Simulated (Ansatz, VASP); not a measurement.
**Hf: VASP beside Ansatz**

```
CELL_PARAMETERS angstrom
0.00000 2.22000 2.17560
2.22000 0.00000 2.17560
2.22000 2.22000 0.00000
ATOMIC_POSITIONS crystal
Hf 0.00000 0.00000 0.00000
```

Change from the starting cell: zz strain of -2 %, crystal datasets.

Alike in both runs: task electric field gradients; functional PBE; k mesh 13 × 13 × 13; occupations fermi-dirac, width 0.03 eV; no spin polarisation.

|  | VASP | Ansatz |
| --- | --- | --- |
| version | VASP 6.6.1 | Ansatz 0.2.0 |
| potentials or method | VASP PAW PBE potentials, release 64 (Hf_pv), cutoff 520 eV | all-electron PAW with datasets made for the crystal, scalar-relativistic |

```csv
,VASP,Ansatz,Ansatz less VASP
pressure (GPa),5.2,5.7,+0.46
"traceless stress, the component that is largest in VASP (GPa)",0.31,0.32,+0.004
size of Vzz on the site where it differs most (V/Å²),20.5,22.7,+2.13
```

Ansatz ran all-electron here, and VASP with PAW potentials.

Neither program's run includes spin-orbit coupling.
